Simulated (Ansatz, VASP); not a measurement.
**One calculation of CaB2, two programs**

File INCAR:

```
PREC = Accurate
ENCUT = 600
EDIFF = 1E-6
ISMEAR = 0
SIGMA = 0.1
LREAL = False
LASPH = True
NELM = 80
ALGO = Normal
ISIF = 3
LWAVE = False
LCHARG = False
GGA = PE
IBRION = 2
NSW = 90
EDIFFG = -0.04
```

Contents of KPOINTS:

```
Automatic mesh
0
Gamma
  6 6 6
```

File POSCAR:

```
CaB2
1.0
    1.6759594567     -6.6635894749      0.0000000000
    1.6759594567      6.6635894749      0.0000000000
    0.0000000000      0.0000000000      3.3211673637
Ca B
2 4
Direct
    0.8946000000      0.1054000000      0.7500000000
    0.1054000000      0.8946000000      0.2500000000
    0.5522000000      0.4478000000      0.7500000000
    0.4478000000      0.5522000000      0.2500000000
    0.2496000000      0.7504000000      0.7500000000
    0.7504000000      0.2496000000      0.2500000000
```

Input for Ansatz:

```yaml
crystal:
  lattice:
    - [1.6759594567, -6.6635894749, 0.0]
    - [1.6759594567, 6.6635894749, 0.0]
    - [0.0, 0.0, 3.3211673637]
  atoms:
    - { symbol: Ca, position: [0.8946, 0.1054, 0.75] }
    - { symbol: Ca, position: [0.1054, 0.8946, 0.25] }
    - { symbol: B, position: [0.5522, 0.4478, 0.75] }
    - { symbol: B, position: [0.4478, 0.5522, 0.25] }
    - { symbol: B, position: [0.2496, 0.7504, 0.75] }
    - { symbol: B, position: [0.7504, 0.2496, 0.25] }
basis:
  ecutwfc: 420
kpoints:
  mp_grid: { grid: [6, 6, 6] }
hamiltonian:
  xc: pbe
scf:
  occupations: { method: gaussian, width: 0.1 }
  lower_state_search: "off"
output:
  forces: true
  stress: true
  eigenvalues: true
relax:
  adjacent_minimum: "off"
  f_tol: 0.04
  max_steps: 70
  cell: { stress_tol: 0.4 }
```

Alike in both runs: task relaxation of cell and atoms; functional PBE; k mesh 6 × 6 × 6; occupations gaussian, width 0.1 eV; no spin polarisation.

|  | VASP | Ansatz |
| --- | --- | --- |
| version | VASP 6.6.1 | Ansatz 0.2.0 |
| potentials or method | VASP PAW PBE potentials, release 64 (Ca_sv, B), cutoff 600 eV | scalar-relativistic, plane waves, PAW |
| valence electrons in the cell | 32 | 32 |

```csv
,VASP,Ansatz,Ansatz less VASP
"gap on the k mesh at the Fermi level, each at its own relaxed structure (eV)",none,none,-
relaxed volume (Å³/atom),13.95,13.92,-0.032
relaxed length of the cell vector where the two differ most in proportion (Å),3.057,3.054,-0.0021
```

A gap of «none» marks a metal or a gap that the smearing closes.
